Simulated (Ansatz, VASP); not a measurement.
## Two plane-wave programs on SiO2

```
CELL_PARAMETERS angstrom
7.46400 0.00000 0.00000
0.00000 7.46400 0.00000
0.00000 0.00000 8.62000
ATOMIC_POSITIONS crystal
Si 0.41000 0.41000 0.00000
Si 0.09000 0.91000 0.25000
Si 0.59000 0.59000 0.50000
Si 0.91000 0.09000 0.75000
Si 0.32600 0.12000 0.24800
Si 0.38000 0.82600 0.49800
Si 0.67400 0.88000 0.74800
Si 0.62000 0.17400 0.99800
Si 0.82600 0.38000 0.50200
Si 0.88000 0.67400 0.25200
Si 0.17400 0.62000 0.00200
Si 0.12000 0.32600 0.75200
O 0.34400 0.29700 0.14300
O 0.20300 0.84400 0.39300
O 0.65600 0.70300 0.64300
O 0.79700 0.15600 0.89300
O 0.84400 0.20300 0.60700
O 0.70300 0.65600 0.35700
O 0.15600 0.79700 0.10700
O 0.29700 0.34400 0.85700
O 0.11700 0.12300 0.29600
O 0.37700 0.61700 0.54600
O 0.88300 0.87700 0.79600
O 0.62300 0.38300 0.04600
O 0.61700 0.37700 0.45400
O 0.87700 0.88300 0.20400
O 0.38300 0.62300 0.95400
O 0.12300 0.11700 0.70400
O 0.44500 0.13200 0.40000
O 0.36800 0.94500 0.65000
O 0.55500 0.86800 0.90000
O 0.63200 0.05500 0.15000
O 0.94500 0.36800 0.35000
O 0.86800 0.55500 0.10000
O 0.05500 0.63200 0.85000
O 0.13200 0.44500 0.60000
```

Alike in both runs: task electric field gradients; functional PBE; k mesh 4 × 4 × 3; occupations fermi-dirac, width 0.02 eV; no spin polarisation.

|  | VASP | Ansatz |
| --- | --- | --- |
| version | VASP 6.6.1 | Ansatz 0.2.0 |
| potentials or method | VASP PAW PBE potentials, release 64 (Si, O) | plane-wave PAW, scalar-relativistic |
| plane-wave cutoff (eV) | 520 | 420 |
| valence electrons in the cell | 192 | 192 |

Ansatz gave:

| Item | Value |
| --- | --- |
| pressure (GPa) | 16.2 |
| traceless stress, the component that is largest in VASP (GPa) | -2.49 |
| rms of the force components (eV/Å) | 2.120 |
| size of Vzz on the site where it differs most (V/Å²) | 92.7 |

Q: Which values does VASP return?

A: Pressure (GPa): 16.7; traceless stress, the component that is largest in VASP (GPa): -2.34; rms of the force components (eV/Å): 2.098; size of Vzz on the site where it differs most (V/Å²): 88.9.

Atom by atom the forces differ by 0.077 eV/Å (rms over components). One of these differences is far larger than is usual between the two programs; its cause wasn't traced.
